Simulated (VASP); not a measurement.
# ZrC (Fm-3m) in VASP: notebook, part 2 of 2

VASP 6.6.1. The steps go on from the part before.

### Step 4. Single point, PBE (volume scaled by 0.97)

INCAR reads:

```
SYSTEM = ZrC
PREC = Accurate ; ENCUT = 520
EDIFF = 1E-6 ; ISMEAR = 0
SIGMA = 0.1 ; LREAL = .False.
LASPH = .True. ; NELM = 100
ALGO = Normal ; ISIF = 2
LWAVE = .False. ; LCHARG = .False.
GGA = PE ; NBANDS = 15
```

KPOINTS reads:

```
regular mesh
0
Gamma
  20 20 20
  0 0 0
```

POSCAR reads:

```
ZrC
1.0
    0.0000000000      2.3306012048      2.3306012048
    2.3306012048      0.0000000000      2.3306012048
    2.3306012048      2.3306012048      0.0000000000
Zr C
1 1
Direct
    0.5000000000      0.5000000000      0.5000000000
    0.0000000000      0.0000000000      0.0000000000
```

Potentials or basis: VASP PAW PBE potentials, release 64 (Zr_sv, C).

Command:

```sh
cat potpaw_PBE.64/Zr_sv/POTCAR potpaw_PBE.64/C/POTCAR > POTCAR
mpirun -np 1 vasp_std > vasp.out
```

OUTCAR:

```text
SYSTEM = ZrC
   PREC = Accurate
   ENCUT = 520
   EDIFF = 1E-6
   ISMEAR = 0
   LREAL = .False.
   LASPH = .True.
   NELM = 100
   ISIF = 2
   GGA = PE

 ion  position               nearest neighbor table
   1  0.500  0.500  0.500-   2 2.33   2 2.33   2 2.33   2 2.33   2 2.33   2 2.33
   2  0.000  0.000  0.000-   1 2.33   1 2.33   1 2.33   1 2.33   1 2.33   1 2.33

  LATTYP: Found a face centered cubic cell.
 ALAT       =     4.6612024096

  Lattice vectors:

 A1 = (   0.0000000000,   2.3306012048,   2.3306012048)
 A2 = (   2.3306012048,   0.0000000000,   2.3306012048)
 A3 = (   2.3306012048,   2.3306012048,   0.0000000000)

Analysis of symmetry for initial positions (statically):
=====================================================================
 Subroutine PRICEL returns:
 Original cell was already a primitive cell.

 Routine SETGRP: Setting up the symmetry group for a
 face centered cubic supercell.

 Subroutine GETGRP returns: Found 48 space group operations
 (whereof 48 operations were pure point group operations)
 out of a pool of 48 trial point group operations.

The static configuration has the point symmetry O_h .

Analysis of symmetry for dynamics (positions and initial velocities):
=====================================================================
 Subroutine PRICEL returns:
 Original cell was already a primitive cell.

 Routine SETGRP: Setting up the symmetry group for a
 face centered cubic supercell.

 Subroutine GETGRP returns: Found 48 space group operations
 (whereof 48 operations were pure point group operations)
 out of a pool of 48 trial point group operations.

The dynamic configuration has the point symmetry O_h .

 Subroutine INISYM returns: Found 48 space group operations
 (whereof 48 operations are pure point group operations),
 and found     1 'primitive' translations

----------------------------------------------------------------------------------------

                                     Primitive cell

  volume of cell :      25.3183

  direct lattice vectors                    reciprocal lattice vectors
     0.000000000  2.330601205  2.330601205    -0.214536918  0.214536918  0.214536918
     2.330601205  0.000000000  2.330601205     0.214536918 -0.214536918  0.214536918
     2.330601205  2.330601205  0.000000000     0.214536918  0.214536918 -0.214536918

  length of vectors
     3.295967832  3.295967832  3.295967832     0.371588842  0.371588842  0.371588842

  position of ions in fractional coordinates (direct lattice)
     0.500000000  0.500000000  0.500000000
     0.000000000  0.000000000  0.000000000

  ion indices of the primitive-cell ions
   primitive index   ion index
                 1           1
                 2           2

----------------------------------------------------------------------------------------

 KPOINTS: regular mesh

Automatic generation of k-mesh.
 Grid dimensions read from file:
 generate k-points for:   20   20   20

 Generating k-lattice:

  Cartesian coordinates                     Fractional coordinates (reciprocal lattice)
    -0.010726846  0.010726846  0.010726846     0.050000000  0.000000000  0.000000000
     0.010726846 -0.010726846  0.010726846     0.000000000  0.050000000  0.000000000
     0.010726846  0.010726846 -0.010726846     0.000000000  0.000000000  0.050000000

  Length of vectors
     0.018579442  0.018579442  0.018579442

  Shift w.r.t. Gamma in fractional coordinates (k-lattice)
     0.000000000  0.000000000  0.000000000

 Subroutine IBZKPT returns following result:
 ===========================================

 Found    256 irreducible k-points:

 Following reciprocal coordinates:
            Coordinates               Weight
  0.000000  0.000000  0.000000      1.000000
  0.050000  0.000000  0.000000      8.000000
  0.100000  0.000000  0.000000      8.000000
  0.150000  0.000000  0.000000      8.000000
  0.200000  0.000000  0.000000      8.000000
  0.250000  0.000000  0.000000      8.000000
[... 16 lines left out ...]
 -0.400000  0.050000  0.000000     24.000000
 -0.350000  0.050000  0.000000     24.000000
 [... further k-points ...]
   k-points           NKPTS =    256   k-points in BZ     NKDIM =    256   number of bands    NBANDS=     15
   number of dos      NEDOS =    301   number of ions     NIONS =      2
   total plane-waves  NPLWV =  21952
   dimension x,y,z NGX =    28 NGY =   28 NGZ =   28
   dimension x,y,z NGXF=    56 NGYF=   56 NGZF=   56
   ions per type =               1   1
   NGX,Y,Z   is equivalent  to a cutoff of  14.12, 14.12, 14.12 a.u.
   NGXF,Y,Z  is equivalent  to a cutoff of  28.25, 28.25, 28.25 a.u.
 SYSTEM =  ZrC
   PREC   = accura    normal or accurate (medium, high low for compatibility)
   ISTART =      0    job   : 0-new  1-cont  2-samecut
   ICHARG =      2    charge: 1-file 2-atom 10-const
   ISPIN  =      1    spin polarized calculation?
   LNONCOLLINEAR =      F non collinear calculations
   LSORBIT =      F    spin-orbit coupling
   LASPH  =      T    aspherical Exc in radial PAW
   ENCUT  =  520.0 eV  38.22 Ry    6.18 a.u.   6.13  6.13  6.13*2*pi/ulx,y,z
   NELM   =    100;   NELMIN=  2; NELMDL= -5     # of ELM steps
   EDIFF  = 0.1E-05   stopping-criterion for ELM
   LREAL  =      F    real-space projection
[... 7 lines left out ...]
   TEBEG  =    0.0;   TEEND  =   0.0 temperature during run
   PSTRESS=    0.0 pullay stress
   NELECT =      16.0000    total number of electrons
   NUPDOWN=      -1.0000    fix difference up-down
   EMIN   =  10.00;   EMAX   =-10.00  energy-range for DOS
   EFERMI =   0.00;   METHOD = LEGACY
   ISMEAR =     0;   SIGMA  =   0.10  broadening in eV -4-tet -1-fermi 0-gaus
   EFERMI_NEDOS =   21; number of points for ismear=-14 and -15
   IALGO  =     38    algorithm
   IMIX   =      4    mixing-type and parameters
     AMIX     =   0.40;   BMIX     =  1.00
     AMIX_MAG =   1.60;   BMIX_MAG =  1.00
  volume/ion in A,a.u.               =      12.66        85.43
  Fermi-wavevector in a.u.,A,eV,Ry     =   1.404872  2.654824 26.853360  1.973666
  Thomas-Fermi vector in A             =   2.527390
   LORBIT       =      0    0 simple, 1 ext, 2 COOP (PROOUT), +10 PAW based schemes
   GGA     = PE    functional components
   LHFCALC =     F    Hartree Fock is set to
   AEXX    =    0.0000 exact exchange contribution
   IVDW    =     0    specifies the selected vdW correction
   LEPSILON=     F    determine dielectric tensor
   LRPA    =     F    only Hartree local field effects (RPA)
 non-spin polarized calculation
 Gauss-broadening in eV      SIGMA  =   0.10
  energy-cutoff  :      520.00
  volume of cell :       25.32
 maximum number of plane-waves:       701
 NGX is ok and might be reduce to    28
   NGX = 13   NGY = 13   NGZ = 13

 number of electron      16.0000000 magnetization

 Free energy of the ion-electron system (eV)
  ---------------------------------------------------
  ext. energy  EPLUGINS =         0.00000000
  ---------------------------------------------------
  free energy    TOTEN  =       -19.44378773 eV

  energy without entropy =      -19.44234889  energy(sigma->0) =      -19.44306831

 E-fermi :   9.9272     XC(G=0): -12.2581

 val. band max:        9.8628704992   @ k =   0.4000   0.3500   0.0000
 cond. band min:       9.9365538087   @ k =   0.1000   0.0500   0.0000
 fundamental gap:      0.0736833095
 Fermi energy:         9.9272193390

 k-point     1 :       0.0000    0.0000    0.0000
  band No.  band energies     occupation
      1     -38.1037      2.00000
      2     -15.7966      2.00000
      3     -15.7966      2.00000
      4     -15.7966      2.00000
      5      -1.4894      2.00000
      6      10.8460      0.00000
      7      10.8460      0.00000
      8      10.8460      0.00000
      9      11.0074      0.00000
     10      11.0074      0.00000
     11      11.0074      0.00000
     12      12.7903      0.00000
     13      12.7903      0.00000
     14      17.5039      0.00000
     15      20.4167      0.00000
[... 397 lines left out ...]
 k-point    24 :      -0.3500    0.0500    0.0000
  band No.  band energies     occupation
      1     -38.0074      2.00000
      2     -16.5810      2.00000
      3     -15.8946      2.00000
      4     -15.8606      2.00000
      5       0.9189      2.00000
      6       5.4837      2.00000
      7       7.1699      2.00000
      8       7.3552      2.00000
      9      13.5003      0.00000
     10      13.5400      0.00000
     11      14.3562      0.00000
     12      18.2399      0.00000
     13      18.7612      0.00000
     14      19.4947      0.00000
     15      24.4059      0.00000

 [... further k-points ...]
[... 5 lines left out ...]
  --------------------------------------------------------------------------------------
  -------------------------------------------------------------------------------------
  Total        1.1805687      1.1805687      1.1805687      0.0000000      0.0000000      0.0000000
  in kB       74.7081445     74.7081445     74.7081445      0.0000000      0.0000000      0.0000000
  external PRESSURE =      74.7081445 kB  Pullay stress =       0.0000000 kB

 VOLUME and BASIS-vectors are now :
 -----------------------------------------------------------------------------
  energy-cutoff  :      520.00
  volume of cell :       25.32
      direct lattice vectors                 reciprocal lattice vectors
     0.000000000  2.330601205  2.330601205    -0.214536918  0.214536918  0.214536918
     2.330601205  0.000000000  2.330601205     0.214536918 -0.214536918  0.214536918
     2.330601205  2.330601205  0.000000000     0.214536918  0.214536918 -0.214536918

 POSITION                                       TOTAL-FORCE (eV/Angst)
 -----------------------------------------------------------------------------------
      2.33060      2.33060      2.33060        -0.000000      0.000000     -0.000000
      0.00000      0.00000      0.00000         0.000000     -0.000000      0.000000
 -----------------------------------------------------------------------------------
    total drift:                                0.000000      0.000000      0.000000

  FREE ENERGIE OF THE ION-ELECTRON SYSTEM (eV)
  ---------------------------------------------------
  free  energy   TOTEN  =       -19.4437877271 eV

  energy  without entropy=      -19.4423488930  energy(sigma->0) =      -19.44306831
```

OSZICAR:

```text
N       E                     dE             d eps       ncg     rms          rms(c)
DAV:   1     0.997581891298E+02    0.99758E+02   -0.85800E+03  7696   0.108E+03
DAV:   2    -0.167863566878E+02   -0.11654E+03   -0.10927E+03  9731   0.288E+02
DAV:   3    -0.227295109644E+02   -0.59432E+01   -0.59041E+01 12609   0.551E+01
DAV:   4    -0.228772623040E+02   -0.14775E+00   -0.14767E+00  9555   0.593E+00
DAV:   5    -0.228789108430E+02   -0.16485E-02   -0.16485E-02  9944   0.550E-01    0.214E+01
DAV:   6    -0.195418309453E+02    0.33371E+01   -0.62514E+00  9022   0.227E+01    0.750E+00
DAV:   7    -0.194563285438E+02    0.85502E-01   -0.59964E-01  8953   0.581E+00    0.654E+00
DAV:   8    -0.194801584003E+02   -0.23830E-01   -0.31009E-01  9404   0.436E+00    0.534E+00
DAV:   9    -0.194452325883E+02    0.34926E-01   -0.55846E-02  8548   0.172E+00    0.107E+00
DAV:  10    -0.194438052308E+02    0.14274E-02   -0.69686E-03 10067   0.671E-01    0.130E-01
DAV:  11    -0.194437956453E+02    0.95855E-05   -0.21294E-04  8597   0.138E-01    0.549E-02
DAV:  12    -0.194437894446E+02    0.62007E-05   -0.39602E-06  9939   0.175E-02    0.158E-02
DAV:  13    -0.194437878101E+02    0.16345E-05   -0.18680E-06  9263   0.918E-03    0.185E-03
DAV:  14    -0.194437877271E+02    0.82993E-07   -0.55298E-08  5030   0.172E-03
   1 F= -.19443788E+02 E0= -.19443068E+02  d E =-.143883E-02
```

stdout:

```text
POSCAR found type information on POSCAR ZrC
 POSCAR found :  2 types and       2 ions
 scaLAPACK will be used
 LDA part: xc-table for (Slater+PW92), standard interpolation
 POSCAR, INCAR and KPOINTS ok, starting setup
 FFT: planning ... GRIDC
 FFT: planning ... GRID_SOFT
 FFT: planning ... GRID
 WAVECAR not read
 entering main loop
```

It took 50 s on 1 thread of Intel Xeon 6975P-C (Granite Rapids), shared host; peak memory 0.23 GiB.

What came out:

```yaml
Free_energy: -19.4438 eV
Pressure: 7.5 GPa
Band_gap_on_the_k_mesh: zero (band 8 reaches 10.85 eV, above the bottom of band 9 at 9.53 eV)
```

### Step 5. Overview

```csv
cell,gap on the mesh (eV),pressure (GPa)
"a = 3.227 Å, angles 60.0°, 2 atoms",none,25.7
"a = 3.262 Å, angles 60.0°, 2 atoms",none,15.9
"a = 3.296 Å, angles 60.0°, 2 atoms",none,7.5
```

Alike in all rows: task single point; level PBE; potentials or basis VASP PAW PBE potentials, release 64 (Zr_sv, C); no spin polarisation; k mesh 20 × 20 × 20; cutoff (eV) 520; smearing gaussian 0.1 eV.

Absolute energies hang on the potentials; compare differences alone.
